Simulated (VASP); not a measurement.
# NaI (Fm-3m) in VASP: notebook

Runs on NaI. Level: r2SCAN. Tasks: single point.

All numbers are computed with VASP 6.6.1; they aren't measurements. Logs are shortened: lines on timing, memory, paths and dates and some standing lists are left out, and cuts for length are marked.

## Step 1: The cell of the first run

Symmetry: Fm-3m, No. 225, cubic system. The conventional cell has a = 6.467 Å, b = 6.467 Å, c = 6.467 Å, α = 90.00°, β = 90.00°, γ = 90.00°. Within 4.3 Å of Na (site symmetry m-3m) lie 6 I at 3.23 Å. I (site symmetry m-3m) has 6 Na at 3.23 Å within 4.3 Å.

## Step 2: Single point, r2SCAN

File POSCAR:

```
NaI
1.0
    0.0000000000      3.2333908011      3.2333908011
    3.2333908011      0.0000000000      3.2333908011
    3.2333908011      3.2333908011      0.0000000000
Na I
1 1
Direct
    0.0000000000      0.0000000000      0.0000000000
    0.5000000000      0.5000000000      0.5000000000
```

File INCAR.step1:

```
SYSTEM = NaI
ALGO = Normal ; EDIFF = 1E-4
ENCUT = 520 ; GGA = PE
ISMEAR = 0 ; LASPH = .True.
LCHARG = .False. ; LREAL = .False.
LWAVE = .True. ; NBANDS = 14
NELM = 60 ; PREC = Accurate
SIGMA = 0.02
```

File INCAR.step2:

```
SYSTEM = NaI
ALGO = Normal ; EDIFF = 1E-6
ENCUT = 520 ; ISIF = 2
ISMEAR = 0 ; ISTART = 1
LASPH = .True. ; LCHARG = .True.
LELF = .True. ; LMIXTAU = .True.
LREAL = .False. ; LVHAR = .True.
LWAVE = .False. ; METAGGA = R2SCAN
NBANDS = 14 ; NELM = 60
PREC = Accurate ; SIGMA = 0.02
```

File KPOINTS:

```
k-points
0
Gamma
  6 6 6
  0 0 0
```

Potentials or basis: VASP PAW PBE potentials, release 64 (Na_pv, I).

Run with:

```
$ cat potpaw_PBE.64/Na_pv/POTCAR potpaw_PBE.64/I/POTCAR > POTCAR
$ cp INCAR.step1 INCAR
$ mpirun -np 1 vasp_std > vasp.out
$ cp INCAR.step2 INCAR
$ mpirun -np 1 vasp_std > vasp.out
```

OUTCAR:

```text
SYSTEM = NaI
   EDIFF = 1E-6
   ENCUT = 520
   ISIF = 2
   ISMEAR = 0
   ISTART = 1
   LASPH = .True.
   LREAL = .False.
   METAGGA = R2SCAN
   NELM = 60
   PREC = Accurate

 ion  position               nearest neighbor table
   1  0.000  0.000  0.000-
   2  0.500  0.500  0.500-

  LATTYP: Found a face centered cubic cell.
 ALAT       =     6.4667816022

  Lattice vectors:

 A1 = (   0.0000000000,   3.2333908011,   3.2333908011)
 A2 = (   3.2333908011,   0.0000000000,   3.2333908011)
 A3 = (   3.2333908011,   3.2333908011,   0.0000000000)

Analysis of symmetry for initial positions (statically):
=====================================================================
 Subroutine PRICEL returns:
 Original cell was already a primitive cell.

 Routine SETGRP: Setting up the symmetry group for a
 face centered cubic supercell.

 Subroutine GETGRP returns: Found 48 space group operations
 (whereof 48 operations were pure point group operations)
 out of a pool of 48 trial point group operations.

The static configuration has the point symmetry O_h .

Analysis of symmetry for dynamics (positions and initial velocities):
=====================================================================
 Subroutine PRICEL returns:
 Original cell was already a primitive cell.

 Routine SETGRP: Setting up the symmetry group for a
 face centered cubic supercell.

 Subroutine GETGRP returns: Found 48 space group operations
 (whereof 48 operations were pure point group operations)
 out of a pool of 48 trial point group operations.

The dynamic configuration has the point symmetry O_h .

 Subroutine INISYM returns: Found 48 space group operations
 (whereof 48 operations are pure point group operations),
 and found     1 'primitive' translations

----------------------------------------------------------------------------------------

                                     Primitive cell

  volume of cell :      67.6090

  direct lattice vectors                    reciprocal lattice vectors
     0.000000000  3.233390801  3.233390801    -0.154636427  0.154636427  0.154636427
     3.233390801  0.000000000  3.233390801     0.154636427 -0.154636427  0.154636427
     3.233390801  3.233390801  0.000000000     0.154636427  0.154636427 -0.154636427

  length of vectors
     4.572705123  4.572705123  4.572705123     0.267838148  0.267838148  0.267838148

  position of ions in fractional coordinates (direct lattice)
     0.000000000  0.000000000  0.000000000
     0.500000000  0.500000000  0.500000000

  ion indices of the primitive-cell ions
   primitive index   ion index
                 1           1
                 2           2

----------------------------------------------------------------------------------------

 KPOINTS: k-points

Automatic generation of k-mesh.
 Grid dimensions read from file:
 generate k-points for:    6    6    6

 Generating k-lattice:

  Cartesian coordinates                     Fractional coordinates (reciprocal lattice)
    -0.025772738  0.025772738  0.025772738     0.166666667  0.000000000  0.000000000
     0.025772738 -0.025772738  0.025772738     0.000000000  0.166666667  0.000000000
     0.025772738  0.025772738 -0.025772738     0.000000000  0.000000000  0.166666667

  Length of vectors
     0.044639691  0.044639691  0.044639691

  Shift w.r.t. Gamma in fractional coordinates (k-lattice)
     0.000000000  0.000000000  0.000000000

 Subroutine IBZKPT returns following result:
 ===========================================

 Found     16 irreducible k-points:

 Following reciprocal coordinates:
            Coordinates               Weight
  0.000000  0.000000  0.000000      1.000000
  0.166667  0.000000  0.000000      8.000000
  0.333333  0.000000  0.000000      8.000000
  0.500000  0.000000  0.000000      4.000000
  0.166667  0.166667  0.000000      6.000000
  0.333333  0.166667  0.000000     24.000000
[... 8 lines left out ...]
 -0.333333  0.333333  0.166667     24.000000
 -0.333333  0.500000  0.166667     12.000000
   k-points           NKPTS =     16   k-points in BZ     NKDIM =     16   number of bands    NBANDS=     14
   number of dos      NEDOS =    301   number of ions     NIONS =      2
   total plane-waves  NPLWV =  46656
   dimension x,y,z NGX =    36 NGY =   36 NGZ =   36
   dimension x,y,z NGXF=    72 NGYF=   72 NGZF=   72
   ions per type =               1   1
   NGX,Y,Z   is equivalent  to a cutoff of  13.09, 13.09, 13.09 a.u.
   NGXF,Y,Z  is equivalent  to a cutoff of  26.18, 26.18, 26.18 a.u.
 SYSTEM =  NaI
   PREC   = accura    normal or accurate (medium, high low for compatibility)
   ISTART =      1    job   : 0-new  1-cont  2-samecut
   ICHARG =      0    charge: 1-file 2-atom 10-const
   ISPIN  =      1    spin polarized calculation?
   LNONCOLLINEAR =      F non collinear calculations
   LSORBIT =      F    spin-orbit coupling
   LASPH  =      T    aspherical Exc in radial PAW
   ENCUT  =  520.0 eV  38.22 Ry    6.18 a.u.   8.50  8.50  8.50*2*pi/ulx,y,z
   NELM   =     60;   NELMIN=  2; NELMDL=  0     # of ELM steps
   EDIFF  = 0.1E-05   stopping-criterion for ELM
   LREAL  =      F    real-space projection
   EDIFFG = 0.1E-04   stopping-criterion for IOM
   NSW    =      0    number of steps for IOM
   IBRION =     -1    ionic relax: 0-MD 1-quasi-New 2-CG
   NFREE  =      0    steps in history (QN), initial steepest desc. (CG)
   ISIF   =      2    stress and relaxation
   ISYM   =      2    0-nonsym 1-usesym 2-fastsym
   POTIM  = 0.5000    time-step for ionic-motion
   TEBEG  =    0.0;   TEEND  =   0.0 temperature during run
   PSTRESS=    0.0 pullay stress
   NELECT =      14.0000    total number of electrons
   NUPDOWN=      -1.0000    fix difference up-down
   EMIN   =  10.00;   EMAX   =-10.00  energy-range for DOS
   EFERMI =   0.00;   METHOD = LEGACY
   ISMEAR =     0;   SIGMA  =   0.02  broadening in eV -4-tet -1-fermi 0-gaus
   EFERMI_NEDOS =   21; number of points for ismear=-14 and -15
   IALGO  =     38    algorithm
   IMIX   =      4    mixing-type and parameters
     AMIX     =   0.40;   BMIX     =  1.00
     AMIX_MAG =   1.60;   BMIX_MAG =  1.00
  volume/ion in A,a.u.               =      33.80       228.12
  Fermi-wavevector in a.u.,A,eV,Ry     =   0.968536  1.830269 12.763121  0.938063
  Thomas-Fermi vector in A             =   2.098514
   LORBIT       =      0    0 simple, 1 ext, 2 COOP (PROOUT), +10 PAW based schemes
   METAGGA = R2SCAN    functional components
   LHFCALC =     F    Hartree Fock is set to
   AEXX    =    0.0000 exact exchange contribution
   IVDW    =     0    specifies the selected vdW correction
   LEPSILON=     F    determine dielectric tensor
   LRPA    =     F    only Hartree local field effects (RPA)
 non-spin polarized calculation
 Gauss-broadening in eV      SIGMA  =   0.02
  energy-cutoff  :      520.00
  volume of cell :       67.61
 maximum number of plane-waves:      1853
 NGX is ok and might be reduce to    36
   NGX = 17   NGY = 17   NGZ = 17

 number of electron      13.9999994 magnetization

 Free energy of the ion-electron system (eV)
  ---------------------------------------------------
  ext. energy  EPLUGINS =         0.00000000
  ---------------------------------------------------
  free energy    TOTEN  =       -31.08560053 eV

  energy without entropy =      -31.08560053  energy(sigma->0) =      -31.08560053

 E-fermi :   0.5977     XC(G=0):  -8.0805

 val. band max:        0.4995975861   @ k =   0.0000   0.0000   0.0000
 cond. band min:       4.9470164156   @ k =   0.0000   0.0000   0.0000
 fundamental gap:      4.4474188295
 Fermi energy:         0.5977394834

 k-point     1 :       0.0000    0.0000    0.0000
  band No.  band energies     occupation
      1     -22.7487      2.00000
      2     -22.7484      2.00000
      3     -22.7484      2.00000
      4     -10.8533      2.00000
      5       0.4996      2.00000
      6       0.4996      2.00000
      7       0.4996      2.00000
      8       4.9470      0.00000
      9       8.9742      0.00000
     10       8.9743      0.00000
     11       8.9743      0.00000
     12      10.8306      0.00000
     13      10.8306      0.00000
     14      11.6183      0.00000

 k-point     2 :       0.1667    0.0000    0.0000
  band No.  band energies     occupation
      1     -22.7498      2.00000
      2     -22.7487      2.00000
      3     -22.7485      2.00000
      4     -10.7743      2.00000
      5      -0.2127      2.00000
      6       0.4199      2.00000
      7       0.4199      2.00000
      8       5.7287      0.00000
      9       8.5181      0.00000
     10       9.1935      0.00000
     11       9.1936      0.00000
     12      10.3808      0.00000
     13      10.3809      0.00000
     14      12.2246      0.00000

 k-point     3 :       0.3333    0.0000    0.0000
  band No.  band energies     occupation
      1     -22.7523      2.00000
      2     -22.7489      2.00000
      3     -22.7486      2.00000
      4     -10.6066      2.00000
      5      -1.2610      2.00000
      6       0.2707      2.00000
      7       0.2707      2.00000
      8       6.2552      0.00000
      9       8.8235      0.00000
     10       8.8237      0.00000
     11       9.3133      0.00000
     12      11.4509      0.00000
     13      11.4509      0.00000
     14      11.5194      0.00000
[... 188 lines left out ...]
 k-point    15 :      -0.3333    0.3333    0.1667
  band No.  band energies     occupation
      1     -22.7521      2.00000
      2     -22.7507      2.00000
      3     -22.7495      2.00000
      4     -10.4479      2.00000
      5      -1.2357      2.00000
      6      -0.6948      2.00000
      7      -0.1587      2.00000
      8       7.2499      0.00000
      9       7.7615      0.00000
     10       9.0109      0.00000
     11       9.7077      0.00000
     12      11.6992      0.00000
     13      13.2165      0.00000
     14      14.1717      0.00000

 k-point    16 :      -0.3333    0.5000    0.1667
  band No.  band energies     occupation
      1     -22.7518      2.00000
      2     -22.7507      2.00000
      3     -22.7502      2.00000
      4     -10.4263      2.00000
      5      -1.2044      2.00000
      6      -0.6280      2.00000
      7      -0.3917      2.00000
      8       6.5973      0.00000
      9       7.5103      0.00000
     10       9.7385      0.00000
     11       9.8951      0.00000
     12      13.1063      0.00000
     13      13.8750      0.00000
     14      13.9168      0.00000

------------------------ aborting loop because EDIFF is reached ----------------------------------------

  FORCE on cell =-STRESS in cart. coord.  units (eV):
  Direction    XX          YY          ZZ          XY          YZ          ZX
  --------------------------------------------------------------------------------------
  -------------------------------------------------------------------------------------
  Total       -0.0561919     -0.0561919     -0.0561919     -0.0000000      0.0000000      0.0000000
  in kB       -1.3316191     -1.3316191     -1.3316191     -0.0000000      0.0000000      0.0000000
  external PRESSURE =      -1.3316191 kB  Pullay stress =       0.0000000 kB

 VOLUME and BASIS-vectors are now :
 -----------------------------------------------------------------------------
  energy-cutoff  :      520.00
  volume of cell :       67.61
      direct lattice vectors                 reciprocal lattice vectors
     0.000000000  3.233390801  3.233390801    -0.154636427  0.154636427  0.154636427
     3.233390801  0.000000000  3.233390801     0.154636427 -0.154636427  0.154636427
     3.233390801  3.233390801  0.000000000     0.154636427  0.154636427 -0.154636427

 POSITION                                       TOTAL-FORCE (eV/Angst)
 -----------------------------------------------------------------------------------
      0.00000      0.00000      0.00000         0.000000     -0.000000      0.000000
      3.23339      3.23339      3.23339        -0.000000      0.000000     -0.000000
 -----------------------------------------------------------------------------------
    total drift:                                0.000000      0.000000      0.000000

  FREE ENERGIE OF THE ION-ELECTRON SYSTEM (eV)
  ---------------------------------------------------
  free  energy   TOTEN  =       -31.0856005259 eV

  energy  without entropy=      -31.0856005259  energy(sigma->0) =      -31.08560053
```

Run time: 84 s. Hardware: 1 thread of Intel Xeon 8259CL, shared host; peak memory 0.21 GiB.

Results:

| Property | Result |
| --- | --- |
| Free energy | -31.0856 eV |
| Pressure | -0.1 GPa |
| Band gap on the k mesh | 4.45 eV |

Caveat: the PAW data sets were made with another functional, which shifts forces and pressure a little; spin-orbit coupling is left out, which moves the levels of the heavy elements. r2SCAN opens gaps a little over a GGA but as a rule still falls short of measured ones.

## Step 3: Single point, r2SCAN

POSCAR is that of step 2.

File INCAR.step1:

```
PREC     = Accurate       # precision mode
ENCUT    = 520            # plane-wave cutoff, eV
ISMEAR   = 0              # smearing method
SIGMA    = 0.02           # smearing width, eV
LREAL    = F              # projectors in reciprocal space
LASPH    = T              # aspherical terms in the spheres
NELM     = 60             # most SCF steps
NBANDS   = 14             # bands
GGA      = PE             # functional
ALGO     = Normal         # electronic algorithm
EDIFF    = 1E-4           # SCF threshold, eV
LWAVE    = T              # write WAVECAR
LCHARG   = F              # write CHGCAR
```

File INCAR.step2:

```
PREC     = Accurate       # precision mode
ENCUT    = 520            # plane-wave cutoff, eV
EDIFF    = 1E-6           # SCF threshold, eV
ISMEAR   = 0              # smearing method
SIGMA    = 0.02           # smearing width, eV
LREAL    = F              # projectors in reciprocal space
LASPH    = T              # aspherical terms in the spheres
NELM     = 60             # most SCF steps
ALGO     = Normal         # electronic algorithm
ISIF     = 2              # what is computed and relaxed
LWAVE    = F              # write WAVECAR
LCHARG   = F              # write CHGCAR
METAGGA  = R2SCAN         # meta-GGA
LMIXTAU  = T            
NBANDS   = 14             # bands
ISTART   = 1
```

File KPOINTS:

```
Automatic mesh
0
Gamma
  6 6 6
```

Potentials or basis: VASP PAW PBE potentials, release 64 (Na_pv, I).

Run with:

```
$ cat potpaw_PBE.64/Na_pv/POTCAR potpaw_PBE.64/I/POTCAR > POTCAR
$ cp INCAR.step1 INCAR
$ mpirun -np 1 vasp_std > vasp.out
$ cp INCAR.step2 INCAR
$ mpirun -np 1 vasp_std > vasp.out
```

Wall time 91 s (1 thread of Intel Xeon 8259CL, shared host); peak memory 0.22 GiB.

Results (log left out):

```yaml
Free_energy: -31.0856 eV
Pressure: -0.1 GPa
Band_gap_on_the_k_mesh: 4.45 eV
```

Levels at points of the mesh, in eV from the valence-band top:
| k point | band 3 | band 4 | band 5 | band 6 | band 7 | band 8 | band 9 | band 10 | band 11 | band 12 |
| --- | --- | --- | --- | --- | --- | --- | --- | --- | --- | --- |
| (0.00, 0.00, 0.00) | -23.25 | -11.35 | 0.00 | 0.00 | 0.00 | 4.45 | 8.47 | 8.47 | 8.47 | 10.33 |
| (0.50, 0.00, 0.00) | -23.25 | -11.02 | -2.19 | -0.30 | -0.30 | 5.69 | 8.07 | 8.07 | 9.80 | 11.07 |
| (0.50, 0.50, 0.00) | -23.25 | -10.93 | -1.94 | -0.76 | -0.76 | 5.23 | 6.02 | 10.75 | 12.18 | 12.31 |

Caveat: the PAW data sets were made with another functional, which shifts forces and pressure a little; spin-orbit coupling is left out, which moves the levels of the heavy elements. r2SCAN opens gaps a little over a GGA but as a rule still falls short of measured ones.

## Step 4: Single point, r2SCAN

This run uses another cell than the first one, of 33.90 Å³/atom.

File POSCAR:

```
NaI
1.0
    0.0000000000      3.2364000000      3.2364000000
    3.2364000000      0.0000000000      3.2364000000
    3.2364000000      3.2364000000      0.0000000000
Na I
1 1
Direct
    0.0000000000      0.0000000000      0.0000000000
    0.5000000000      0.5000000000      0.5000000000
```

File INCAR.step1:

```
PREC = Accurate
ENCUT = 520
ISMEAR = 0
SIGMA = 0.02
LREAL = F
LASPH = T
NELM = 60
NBANDS = 14
GGA = PE
ALGO = Normal
EDIFF = 1E-4
LWAVE = T
LCHARG = F
```

File INCAR.step2:

```
PREC = Accurate
ENCUT = 520
EDIFF = 1E-6
ISMEAR = 0
SIGMA = 0.02
LREAL = F
LASPH = T
NELM = 60
ALGO = Normal
ISIF = 2
LWAVE = F
LCHARG = F
METAGGA = R2SCAN
LMIXTAU = T
NBANDS = 14
ISTART = 1
```

File KPOINTS:

```
regular mesh
0
Gamma
  6 6 6
```

Run with:

```
$ cat potpaw_PBE.64/Na_pv/POTCAR potpaw_PBE.64/I/POTCAR > POTCAR
$ cp INCAR.step1 INCAR
$ mpirun -np 1 vasp_std > vasp.out
$ cp INCAR.step2 INCAR
$ mpirun -np 1 vasp_std > vasp.out
```

It took 1.9 min on 1 thread of Intel Xeon 8259CL, shared host; peak memory 0.21 GiB.

The run converged. Its results:

```yaml
Free_energy: -31.0854 eV
Pressure: -0.2 GPa
Band_gap_on_the_k_mesh: 4.44 eV
```

Levels at points of the mesh, in eV from the valence-band top:
```
           k point  band 5  band 6  band 7  band 8  band 9  band 10
(0.00, 0.00, 0.00)    0.00    0.00    0.00    4.44    8.47     8.47
(0.50, 0.00, 0.00)   -2.18   -0.30   -0.30    5.69    8.07     8.07
(0.50, 0.50, 0.00)   -1.93   -0.76   -0.76    5.23    6.02    10.73
```

Caveat: the PAW data sets were made with another functional, which shifts forces and pressure a little; spin-orbit coupling is left out, which moves the levels of the heavy elements. r2SCAN opens gaps a little over a GGA but as a rule still falls short of measured ones.
